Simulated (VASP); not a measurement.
# NaH (Pm-3m) in VASP: further runs, part 2 of 2

VASP 6.6.1. The steps go on from the part before.

## 3. Elastic constants, PBE

The input, INCAR:

```
PREC = Accurate
ENCUT = 600
EDIFF = 1E-8
ISMEAR = 0
SIGMA = 0.01
LREAL = F
LASPH = T
NELM = 100
ALGO = Normal
ISIF = 3
LWAVE = F
LCHARG = T
GGA = PE
IBRION = 6
NFREE = 2
POTIM = 0.015
NSW = 1
```

The input, KPOINTS:

```
Automatic mesh
0
Gamma
  10 10 10
  0.5 0.5 0.5
```

The input, POSCAR:

```
NaH
1.0
    2.9688000000      0.0000000000      0.0000000000
    0.0000000000      2.9688000000      0.0000000000
    0.0000000000      0.0000000000      2.9688000000
Na H
1 1
Direct
    0.0000000000      0.0000000000      0.0000000000
    0.5000000000      0.5000000000      0.5000000000
```

Potentials or basis: VASP PAW PBE potentials, release 64 (Na_pv, H).

Command:

```console
$ cat potpaw_PBE.64/Na_pv/POTCAR potpaw_PBE.64/H/POTCAR > POTCAR
$ mpirun -np 1 vasp_std > vasp.out
```

OUTCAR:

```text
PREC = Accurate
   ENCUT = 600
   EDIFF = 1E-8
   ISMEAR = 0
   LREAL = F
   LASPH = T
   NELM = 100
   ISIF = 3
   GGA = PE
   IBRION = 6
   NFREE = 2
   POTIM = 0.015
   NSW = 1

 ion  position               nearest neighbor table
   1  0.000  0.000  0.000-
   2  0.500  0.500  0.500-

  LATTYP: Found a simple cubic cell.
 ALAT       =     2.9688000000

  Lattice vectors:

 A1 = (   2.9688000000,   0.0000000000,   0.0000000000)
 A2 = (   0.0000000000,   2.9688000000,   0.0000000000)
 A3 = (   0.0000000000,   0.0000000000,   2.9688000000)

Analysis of symmetry for initial positions (statically):
[... 686 lines left out ...]
          X           Y           Z          XY          YZ          ZX
  --------------------------------------------------------------------------------
  x     0.00000     0.00000     0.00000     0.00000     0.00000     0.00000
  y     0.00000     0.00000     0.00000     0.00000     0.00000     0.00000
  z     0.00000     0.00000     0.00000     0.00000     0.00000     0.00000

 INTERNAL STRAIN TENSOR FOR ION    2 for displacements in x,y,z  (eV/Angst):
          X           Y           Z          XY          YZ          ZX
  --------------------------------------------------------------------------------
  x     0.00000     0.00000     0.00000     0.00000     0.00000     0.00000
  y     0.00000     0.00000     0.00000     0.00000     0.00000     0.00000
  z     0.00000     0.00000     0.00000     0.00000     0.00000     0.00000

 Eigenvectors and eigenvalues of the dynamical matrix
 ----------------------------------------------------

   1 f  =    9.839665 THz    61.824437 2PiTHz  328.215885 cm-1    40.693565 meV
             X         Y         Z           dx          dy          dz
      0.000000  0.000000  0.000000     0.196111    0.050888   -0.000000
      1.484400  1.484400  1.484400    -0.947868   -0.245960   -0.000000
[... 21 lines left out ...]
   6 f/i=    0.015685 THz     0.098549 2PiTHz    0.523182 cm-1     0.064866 meV
             X         Y         Z           dx          dy          dz
      0.000000  0.000000  0.000000     0.231496   -0.948991    0.069109
      1.484400  1.484400  1.484400     0.047896   -0.196343    0.014298

--------------------------------------------------------------------------------------------------------

 ELASTIC MODULI CONTR FROM IONIC RELAXATION (kBar)
 Direction    XX          YY          ZZ          XY          YZ          ZX
 --------------------------------------------------------------------------------
 XX           0.0000      0.0000      0.0000      0.0000      0.0000      0.0000
 YY           0.0000      0.0000      0.0000      0.0000      0.0000      0.0000
 ZZ           0.0000      0.0000      0.0000      0.0000      0.0000      0.0000
 XY           0.0000      0.0000      0.0000      0.0000      0.0000      0.0000
 YZ           0.0000      0.0000      0.0000      0.0000      0.0000      0.0000
 ZX           0.0000      0.0000      0.0000      0.0000      0.0000      0.0000
 --------------------------------------------------------------------------------

 TOTAL ELASTIC MODULI (kBar)
 Direction    XX          YY          ZZ          XY          YZ          ZX
 --------------------------------------------------------------------------------
 XX         977.8014   -134.4066   -134.4066     -0.0000      0.0000      0.0000
 YY        -134.4066    977.8014   -134.4066      0.0000      0.0000     -0.0000
 ZZ        -134.4066   -134.4066    977.8014      0.0000      0.0000     -0.0000
 XY          -0.0000      0.0000      0.0000    -57.3694      0.0000      0.0000
 YZ           0.0000      0.0000      0.0000      0.0000    -57.3694      0.0000
 ZX           0.0000     -0.0000     -0.0000      0.0000      0.0000    -57.3694
 --------------------------------------------------------------------------------
```

stdout:

```text
POSCAR found type information on POSCAR NaH
 POSCAR found :  2 types and       2 ions
 scaLAPACK will be used
 LDA part: xc-table for (Slater+PW92), standard interpolation
 POSCAR, INCAR and KPOINTS ok, starting setup
 FFT: planning ... GRIDC
 FFT: planning ... GRID_SOFT
 FFT: planning ... GRID
 WAVECAR not read
 entering main loop
 Found     2 degrees of freedom:
 Adding 6 more for cell shape distortion
 Finite differences POTIM= 0.01500 DOF=   8
 bond charge predicted
 Finite differences progress:
 bond charge predicted
 Finite differences progress:
 bond charge predicted
 Finite differences progress:
 bond charge predicted
 Finite differences progress:
 bond charge predicted
 Finite differences progress:
 bond charge predicted
 Finite differences progress:
 bond charge predicted
 Finite differences progress:
 bond charge predicted
 Finite differences progress:
 bond charge predicted
 Finite differences progress:
 bond charge predicted
 Finite differences progress:
 bond charge predicted
 Finite differences progress:
 bond charge predicted
 Finite differences progress:
 bond charge predicted
 Finite differences progress:
 bond charge predicted
 Finite differences progress:
 bond charge predicted
 Finite differences progress:
 bond charge predicted
 Finite differences progress:
```

Wall time 76 s (1 thread of Intel Xeon 6975P-C (Granite Rapids), shared host); peak memory 0.23 GiB.

What came out:

```
Elastic constants C11, C12, C44 : 98, -13, -6 GPa
Voigt bulk modulus              : 24 GPa
Highest phonon frequency at Γ   : 328 cm⁻¹
```

Phonon frequencies in cm⁻¹ (negative: imaginary):
```csv
q point,frequencies
"(0.000, 0.000, 0.000)",-1 -1 -1 328 328 328
```

Elastic tensor in Voigt notation (GPa, in the Cartesian axes of the cell as first typed):
```
 98 -13 -13   0   0   0
-13  98 -13   0   0   0
-13 -13  98   0   0   0
  0   0   0  -6   0   0
  0   0   0   0  -6   0
  0   0   0   0   0  -6
```

Clamped-ion elastic tensor (GPa):
```
 98 -13 -13   0   0   0
-13  98 -13   0   0   0
-13 -13  98   0   0   0
  0   0   0  -6   0   0
  0   0   0   0  -6   0
  0   0   0   0   0  -6
```

Caveat: the elastic tensor has a negative eigenvalue, so either the cell is unstable as it stands or the mesh is too thin.
